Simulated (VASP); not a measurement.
# NiO (Fm-3m) in VASP: a series of runs, part 2 of 2

VASP 6.6.1.

## 3. Single point, PBE, collinear spin, ferromagnetic start

INCAR

```
SYSTEM = NiO
PREC = Accurate
ENCUT = 520
EDIFF = 1E-6
ISMEAR = 0
SIGMA = 0.022
LREAL = .False.
LASPH = .True.
NELM = 150
ALGO = Normal
ISIF = 2
LWAVE = .False.
LCHARG = .False.
ISPIN = 2
MAGMOM = 1 0
LORBIT = 11
LMAXMIX = 4
GGA = PE
NBANDS = 19
```

KPOINTS

```
regular mesh
0
Gamma
  11 11 11
  0 0 0
```

POSCAR

```
NiO
1.0
    0.0000000000      2.0859016414      2.0859016414
    2.0859016414      0.0000000000      2.0859016414
    2.0859016414      2.0859016414      0.0000000000
Ni O
1 1
Direct
    0.0000000000      0.0000000000      0.0000000000
    0.5000000000      0.5000000000      0.5000000000
```

Potentials or basis: VASP PAW PBE potentials, release 64 (Ni, O).

Started as:

```
$ cat potpaw_PBE.64/Ni/POTCAR potpaw_PBE.64/O/POTCAR > POTCAR
$ mpirun -np 1 vasp_std > vasp.out
```

OUTCAR:

```text
SYSTEM = NiO
   PREC = Accurate
   ENCUT = 520
   EDIFF = 1E-6
   ISMEAR = 0
   LREAL = .False.
   LASPH = .True.
   NELM = 150
   ISIF = 2
   ISPIN = 2
   LORBIT = 11
   GGA = PE

 ion  position               nearest neighbor table
   1  0.000  0.000  0.000-   2 2.09   2 2.09   2 2.09   2 2.09   2 2.09   2 2.09
   2  0.500  0.500  0.500-   1 2.09   1 2.09   1 2.09   1 2.09   1 2.09   1 2.09

  LATTYP: Found a face centered cubic cell.
 ALAT       =     4.1718032828

  Lattice vectors:

 A1 = (   0.0000000000,   2.0859016414,   2.0859016414)
 A2 = (   2.0859016414,   0.0000000000,   2.0859016414)
 A3 = (   2.0859016414,   2.0859016414,   0.0000000000)

Analysis of symmetry for initial positions (statically):
=====================================================================
 Subroutine PRICEL returns:
 Original cell was already a primitive cell.

 Routine SETGRP: Setting up the symmetry group for a
 face centered cubic supercell.

 Subroutine GETGRP returns: Found 48 space group operations
 (whereof 48 operations were pure point group operations)
[... 1246 lines left out ...]
     19      40.2585      0.00000

 [... further k-points ...]

------------------------ aborting loop because EDIFF is reached ----------------------------------------

  FORCE on cell =-STRESS in cart. coord.  units (eV):
  Direction    XX          YY          ZZ          XY          YZ          ZX
  --------------------------------------------------------------------------------------
  -------------------------------------------------------------------------------------
  Total        0.6796035      0.6796035      0.6796035      0.0000000      0.0000000     -0.0000000
  in kB       59.9866631     59.9866631     59.9866631      0.0000000      0.0000000     -0.0000000
  external PRESSURE =      59.9866631 kB  Pullay stress =       0.0000000 kB

 VOLUME and BASIS-vectors are now :
 -----------------------------------------------------------------------------
  energy-cutoff  :      520.00
  volume of cell :       18.15
      direct lattice vectors                 reciprocal lattice vectors
     0.000000000  2.085901641  2.085901641    -0.239704495  0.239704495  0.239704495
     2.085901641  0.000000000  2.085901641     0.239704495 -0.239704495  0.239704495
     2.085901641  2.085901641  0.000000000     0.239704495  0.239704495 -0.239704495

 POSITION                                       TOTAL-FORCE (eV/Angst)
 -----------------------------------------------------------------------------------
      0.00000      0.00000      0.00000        -0.000000     -0.000000     -0.000000
      2.08590      2.08590      2.08590         0.000000      0.000000      0.000000
 -----------------------------------------------------------------------------------
    total drift:                                0.000000     -0.000000     -0.000000

  FREE ENERGIE OF THE ION-ELECTRON SYSTEM (eV)
  ---------------------------------------------------
  free  energy   TOTEN  =       -11.4672339722 eV

  energy  without entropy=      -11.4669296194  energy(sigma->0) =      -11.46708180

 total charge

# of ion       s       p       d       tot
------------------------------------------
    1        0.334   0.408   8.246   8.988
    2        1.556   3.428   0.000   4.984
--------------------------------------------------
tot          1.890   3.836   8.246  13.972

 magnetization (x)

# of ion       s       p       d       tot
------------------------------------------
    1        0.012   0.015   1.428   1.454
    2        0.028   0.245   0.000   0.274
--------------------------------------------------
tot          0.040   0.261   1.428   1.728
```

OSZICAR:

```text
N       E                     dE             d eps       ncg     rms          rms(c)
DAV:   1     0.839827967774E+02    0.83983E+02   -0.70111E+03  4536   0.103E+03
DAV:   2    -0.848940687851E+01   -0.92472E+02   -0.80726E+02  4371   0.235E+02
DAV:   3    -0.135851768471E+02   -0.50958E+01   -0.47912E+01  4888   0.554E+01
DAV:   4    -0.136317581901E+02   -0.46581E-01   -0.46528E-01  4699   0.520E+00
DAV:   5    -0.136324983893E+02   -0.74020E-03   -0.74012E-03  4895   0.645E-01    0.140E+01
DAV:   6    -0.128102637427E+02    0.82223E+00   -0.10944E+01  5583   0.571E+01    0.164E+01
DAV:   7    -0.114864451109E+02    0.13238E+01   -0.44824E+00  5437   0.472E+01    0.592E+00
DAV:   8    -0.114528400657E+02    0.33605E-01   -0.20992E-01  5568   0.798E+00    0.333E+00
DAV:   9    -0.114638758383E+02   -0.11036E-01   -0.36064E-02  5955   0.307E+00    0.108E+00
DAV:  10    -0.114666758157E+02   -0.28000E-02   -0.71107E-03  5926   0.101E+00    0.435E-01
DAV:  11    -0.114670131183E+02   -0.33730E-03   -0.12786E-03  5659   0.894E-01    0.271E-01
DAV:  12    -0.114669500912E+02    0.63027E-04   -0.23508E-03  5881   0.115E+00    0.289E-01
DAV:  13    -0.114671950550E+02   -0.24496E-03   -0.81910E-04  5596   0.641E-01    0.483E-02
DAV:  14    -0.114671913077E+02    0.37474E-05   -0.13490E-04  5723   0.138E-01    0.613E-02
DAV:  15    -0.114672165482E+02   -0.25241E-04   -0.10472E-05  5427   0.702E-02    0.511E-02
DAV:  16    -0.114672333742E+02   -0.16826E-04   -0.26689E-05  5621   0.134E-01    0.455E-03
DAV:  17    -0.114672339722E+02   -0.59796E-06   -0.37680E-06  4548   0.154E-02
   1 F= -.11467234E+02 E0= -.11467082E+02  d E =-.304353E-03  mag=     1.7727
```

stdout:

```text
POSCAR found type information on POSCAR NiO
 POSCAR found :  2 types and       2 ions
 scaLAPACK will be used
 LDA part: xc-table for (Slater+PW92), standard interpolation
 POSCAR, INCAR and KPOINTS ok, starting setup
 FFT: planning ... GRIDC
 FFT: planning ... GRID_SOFT
 FFT: planning ... GRID
 WAVECAR not read
 entering main loop
```

It took 45 s on 1 thread of Intel Xeon 8259CL, shared host; peak memory 0.17 GiB.

What came out:

| Property | Result |
| --- | --- |
| Free energy | -11.4672 eV |
| Pressure | 6.0 GPa |
| Net moment | 1.77 μB per cell |
| Site moments | Ni +1.45; O +0.27 μB |
| Valence electrons inside the program's atomic spheres | Ni 8.99; O 4.98 |

Caveat: the cell stands under pressure; a cell with one magnetic atom can't hold antiferromagnetic order, which such compounds often take; semilocal functionals often make such compounds metallic where correlation or magnetic order opens a gap, which also shifts bond lengths.

## 4. Single point, PBE, collinear spin, ferromagnetic start

INCAR

```
SYSTEM = NiO
ALGO = Normal
EDIFF = 1E-6
ENCUT = 520
GGA = PE
ISIF = 2
ISMEAR = 0
ISPIN = 2
LASPH = .True.
LCHARG = .False.
LMAXMIX = 4
LORBIT = 11
LREAL = .False.
LWAVE = .False.
MAGMOM = 1 0
NBANDS = 19
NELM = 150
PREC = Accurate
SIGMA = 0.018000000000000002
```

KPOINTS

```
k-points
0
Gamma
  11 11 11
  0 0 0
```

POSCAR is that of step 3.

Potentials or basis: VASP PAW PBE potentials, release 64 (Ni, O).

Started as:

```
$ cat potpaw_PBE.64/Ni/POTCAR potpaw_PBE.64/O/POTCAR > POTCAR
$ mpirun -np 1 vasp_std > vasp.out
```

OUTCAR:

```text
SYSTEM = NiO
   EDIFF = 1E-6
   ENCUT = 520
   GGA = PE
   ISIF = 2
   ISMEAR = 0
   ISPIN = 2
   LASPH = .True.
   LORBIT = 11
   LREAL = .False.
   NELM = 150
   PREC = Accurate

 ion  position               nearest neighbor table
   1  0.000  0.000  0.000-   2 2.09   2 2.09   2 2.09   2 2.09   2 2.09   2 2.09
   2  0.500  0.500  0.500-   1 2.09   1 2.09   1 2.09   1 2.09   1 2.09   1 2.09

  LATTYP: Found a face centered cubic cell.
 ALAT       =     4.1718032828

  Lattice vectors:

 A1 = (   0.0000000000,   2.0859016414,   2.0859016414)
 A2 = (   2.0859016414,   0.0000000000,   2.0859016414)
 A3 = (   2.0859016414,   2.0859016414,   0.0000000000)

Analysis of symmetry for initial positions (statically):
=====================================================================
 Subroutine PRICEL returns:
 Original cell was already a primitive cell.

 Routine SETGRP: Setting up the symmetry group for a
 face centered cubic supercell.

 Subroutine GETGRP returns: Found 48 space group operations
 (whereof 48 operations were pure point group operations)
 out of a pool of 48 trial point group operations.

The static configuration has the point symmetry O_h .

Analysis of symmetry for dynamics (positions and initial velocities):
=====================================================================
 Subroutine PRICEL returns:
 Original cell was already a primitive cell.

 Routine SETGRP: Setting up the symmetry group for a
 face centered cubic supercell.

 Subroutine GETGRP returns: Found 48 space group operations
 (whereof 48 operations were pure point group operations)
 out of a pool of 48 trial point group operations.

The dynamic configuration has the point symmetry O_h .

Analysis of structural, dynamic, and magnetic symmetry:
=====================================================================
 Subroutine PRICEL returns:
 Original cell was already a primitive cell.

 Routine SETGRP: Setting up the symmetry group for a
 face centered cubic supercell.

 Subroutine GETGRP returns: Found 48 space group operations
 (whereof 48 operations were pure point group operations)
 out of a pool of 48 trial point group operations.

The overall configuration has the point symmetry O_h .

 Subroutine INISYM returns: Found 48 space group operations
 (whereof 48 operations are pure point group operations),
 and found     1 'primitive' translations

----------------------------------------------------------------------------------------

                                     Primitive cell

  volume of cell :      18.1515

  direct lattice vectors                    reciprocal lattice vectors
     0.000000000  2.085901641  2.085901641    -0.239704495  0.239704495  0.239704495
     2.085901641  0.000000000  2.085901641     0.239704495 -0.239704495  0.239704495
     2.085901641  2.085901641  0.000000000     0.239704495  0.239704495 -0.239704495

  length of vectors
     2.949910391  2.949910391  2.949910391     0.415180364  0.415180364  0.415180364

  position of ions in fractional coordinates (direct lattice)
     0.000000000  0.000000000  0.000000000
     0.500000000  0.500000000  0.500000000

  ion indices of the primitive-cell ions
   primitive index   ion index
                 1           1
                 2           2

[... 67 lines left out ...]
   LSORBIT =      F    spin-orbit coupling
   LASPH  =      T    aspherical Exc in radial PAW
   ENCUT  =  520.0 eV  38.22 Ry    6.18 a.u.   5.48  5.48  5.48*2*pi/ulx,y,z
   NELM   =    150;   NELMIN=  2; NELMDL= -5     # of ELM steps
   EDIFF  = 0.1E-05   stopping-criterion for ELM
   LREAL  =      F    real-space projection
   EDIFFG = 0.1E-04   stopping-criterion for IOM
   NSW    =      0    number of steps for IOM
   IBRION =     -1    ionic relax: 0-MD 1-quasi-New 2-CG
   NFREE  =      0    steps in history (QN), initial steepest desc. (CG)
   ISIF   =      2    stress and relaxation
   ISYM   =      2    0-nonsym 1-usesym 2-fastsym
   POTIM  = 0.5000    time-step for ionic-motion
   TEBEG  =    0.0;   TEEND  =   0.0 temperature during run
   PSTRESS=    0.0 pullay stress
   NELECT =      16.0000    total number of electrons
   NUPDOWN=      -1.0000    fix difference up-down
   EMIN   =  10.00;   EMAX   =-10.00  energy-range for DOS
   EFERMI =   0.00;   METHOD = LEGACY
   ISMEAR =     0;   SIGMA  =   0.02  broadening in eV -4-tet -1-fermi 0-gaus
   EFERMI_NEDOS =   21; number of points for ismear=-14 and -15
   IALGO  =     38    algorithm
   IMIX   =      4    mixing-type and parameters
     AMIX     =   0.40;   BMIX     =  1.00
     AMIX_MAG =   1.60;   BMIX_MAG =  1.00
  volume/ion in A,a.u.               =       9.08        61.25
  Fermi-wavevector in a.u.,A,eV,Ry     =   1.569680  2.966264 33.523312  2.463894
  Thomas-Fermi vector in A             =   2.671526
   LORBIT       =     11    0 simple, 1 ext, 2 COOP (PROOUT), +10 PAW based schemes
   GGA     = PE    functional components
   LHFCALC =     F    Hartree Fock is set to
   AEXX    =    0.0000 exact exchange contribution
   IVDW    =     0    specifies the selected vdW correction
   LEPSILON=     F    determine dielectric tensor
   LRPA    =     F    only Hartree local field effects (RPA)
 spin polarized calculation
 Gauss-broadening in eV      SIGMA  =   0.02
  energy-cutoff  :      520.00
  volume of cell :       18.15
 maximum number of plane-waves:       531
 NGX is ok and might be reduce to    24
   NGX = 11   NGY = 11   NGZ = 11

 number of electron      16.0000001 magnetization       1.7771672

 Free energy of the ion-electron system (eV)
  ---------------------------------------------------
  ext. energy  EPLUGINS =         0.00000000
  ---------------------------------------------------
  free energy    TOTEN  =       -11.46718656 eV

  energy without entropy =      -11.46701219  energy(sigma->0) =      -11.46709937

 E-fermi :   7.9168     XC(G=0): -12.6994

 val. band max:        7.8968203020   @ k =   0.0909   0.0909   0.0000
 cond. band min:       7.9240913821   @ k =   0.3636   0.2727   0.0909
 fundamental gap:      0.0272710801
 Fermi energy:         7.9167745805

 spin component 1

 k-point     1 :       0.0000    0.0000    0.0000
  band No.  band energies     occupation
      1     -12.4427      1.00000
      2       4.7695      1.00000
      3       4.7696      1.00000
      4       4.9516      1.00000
      5       4.9516      1.00000
      6       4.9516      1.00000
[... 517 lines left out ...]
     18      38.9049      0.00000
     19      40.0320      0.00000

 [... further k-points ...]

 spin component 2

 k-point     1 :       0.0000    0.0000    0.0000
  band No.  band energies     occupation
      1     -11.9938      1.00000
      2       5.4730      1.00000
      3       5.4730      1.00000
      4       5.4730      1.00000
      5       6.0813      1.00000
      6       6.0815      1.00000
[... 517 lines left out ...]
     18      39.3249      0.00000
     19      40.2584      0.00000

 [... further k-points ...]

------------------------ aborting loop because EDIFF is reached ----------------------------------------

  FORCE on cell =-STRESS in cart. coord.  units (eV):
  Direction    XX          YY          ZZ          XY          YZ          ZX
  --------------------------------------------------------------------------------------
  -------------------------------------------------------------------------------------
  Total        0.6947805      0.6947805      0.6947805      0.0000000      0.0000000      0.0000000
  in kB       61.3262968     61.3262968     61.3262968      0.0000000      0.0000000      0.0000000
  external PRESSURE =      61.3262968 kB  Pullay stress =       0.0000000 kB

 VOLUME and BASIS-vectors are now :
 -----------------------------------------------------------------------------
  energy-cutoff  :      520.00
  volume of cell :       18.15
      direct lattice vectors                 reciprocal lattice vectors
     0.000000000  2.085901641  2.085901641    -0.239704495  0.239704495  0.239704495
     2.085901641  0.000000000  2.085901641     0.239704495 -0.239704495  0.239704495
     2.085901641  2.085901641  0.000000000     0.239704495  0.239704495 -0.239704495

 POSITION                                       TOTAL-FORCE (eV/Angst)
 -----------------------------------------------------------------------------------
      0.00000      0.00000      0.00000        -0.000000      0.000000     -0.000000
      2.08590      2.08590      2.08590         0.000000     -0.000000      0.000000
 -----------------------------------------------------------------------------------
    total drift:                                0.000000     -0.000000     -0.000000

  FREE ENERGIE OF THE ION-ELECTRON SYSTEM (eV)
  ---------------------------------------------------
  free  energy   TOTEN  =       -11.4671865592 eV

  energy  without entropy=      -11.4670121902  energy(sigma->0) =      -11.46709937

 total charge

# of ion       s       p       d       tot
------------------------------------------
    1        0.334   0.408   8.246   8.988
    2        1.556   3.428   0.000   4.984
--------------------------------------------------
tot          1.890   3.837   8.246  13.972

 magnetization (x)

# of ion       s       p       d       tot
------------------------------------------
    1        0.012   0.015   1.430   1.457
    2        0.028   0.246   0.000   0.275
--------------------------------------------------
tot          0.040   0.262   1.430   1.732
```

OSZICAR:

```text
N       E                     dE             d eps       ncg     rms          rms(c)
DAV:   1     0.839828146561E+02    0.83983E+02   -0.70111E+03  4536   0.103E+03
DAV:   2    -0.848930293224E+01   -0.92472E+02   -0.80723E+02  4371   0.235E+02
DAV:   3    -0.135849958436E+02   -0.50957E+01   -0.47906E+01  4888   0.554E+01
DAV:   4    -0.136315765221E+02   -0.46581E-01   -0.46527E-01  4699   0.520E+00
DAV:   5    -0.136323166931E+02   -0.74017E-03   -0.74009E-03  4895   0.645E-01    0.140E+01
DAV:   6    -0.128102130357E+02    0.82210E+00   -0.10963E+01  5583   0.571E+01    0.164E+01
DAV:   7    -0.114863380900E+02    0.13239E+01   -0.44775E+00  5437   0.472E+01    0.590E+00
DAV:   8    -0.114522664954E+02    0.34072E-01   -0.20918E-01  5568   0.797E+00    0.330E+00
DAV:   9    -0.114631030880E+02   -0.10837E-01   -0.35077E-02  5952   0.298E+00    0.107E+00
DAV:  10    -0.114664436526E+02   -0.33406E-02   -0.69736E-03  5870   0.995E-01    0.436E-01
DAV:  11    -0.114668544327E+02   -0.41078E-03   -0.13220E-03  5626   0.898E-01    0.282E-01
DAV:  12    -0.114669176601E+02   -0.63227E-04   -0.26462E-03  5817   0.124E+00    0.261E-01
DAV:  13    -0.114671088409E+02   -0.19118E-03   -0.81139E-04  5600   0.591E-01    0.559E-02
DAV:  14    -0.114671238952E+02   -0.15054E-04   -0.12027E-04  5694   0.121E-01    0.864E-02
DAV:  15    -0.114671717937E+02   -0.47899E-04   -0.16213E-05  5427   0.104E-01    0.640E-02
DAV:  16    -0.114671760361E+02   -0.42423E-05   -0.52552E-05  5611   0.189E-01    0.448E-02
DAV:  17    -0.114671866399E+02   -0.10604E-04   -0.11478E-05  5394   0.790E-02    0.275E-03
DAV:  18    -0.114671865592E+02    0.80719E-07   -0.10046E-06  2889   0.128E-02
   1 F= -.11467187E+02 E0= -.11467099E+02  d E =-.174369E-03  mag=     1.7755
```

stdout:

```text
POSCAR found type information on POSCAR NiO
 POSCAR found :  2 types and       2 ions
 scaLAPACK will be used
 LDA part: xc-table for (Slater+PW92), standard interpolation
 POSCAR, INCAR and KPOINTS ok, starting setup
 FFT: planning ... GRIDC
 FFT: planning ... GRID_SOFT
 FFT: planning ... GRID
 WAVECAR not read
 entering main loop
```

It took 64 s on 1 thread of Intel Xeon 8259CL, shared host; peak memory 0.17 GiB.

Results:

```yaml
Free_energy: -11.4672 eV
Pressure: 6.1 GPa
Net_moment: 1.78 μB per cell
Site_moments: Ni +1.46; O +0.28 μB
Valence_electrons_inside_the_program's_atomic_spheres: Ni 8.99; O 4.98
```

Caveat: the cell stands under pressure; a cell with one magnetic atom can't hold antiferromagnetic order, which such compounds often take; semilocal functionals often make such compounds metallic where correlation or magnetic order opens a gap, which also shifts bond lengths.

## 5. Summary

| smearing | gap on the mesh (eV) | pressure (GPa) | moment (μB) |
| --- | --- | --- | --- |
| gaussian 0.029 eV | none | 5.9 | 1.76 |
| gaussian 0.022 eV | none | 6.0 | 1.77 |
| gaussian 0.018 eV | none | 6.1 | 1.78 |

Alike in all rows: task single point; level PBE; potentials or basis VASP PAW PBE potentials, release 64 (Ni, O); spin collinear, ferromagnetic start; cell as given; k mesh 11 × 11 × 11; cutoff (eV) 520.

Caveats: the cell stands under pressure; a cell with one magnetic atom can't hold antiferromagnetic order, which such compounds often take; semilocal functionals often make such compounds metallic where correlation or magnetic order opens a gap, which also shifts bond lengths.

Total energies depend on the potentials used, so only differences within one code and one set of settings carry meaning.
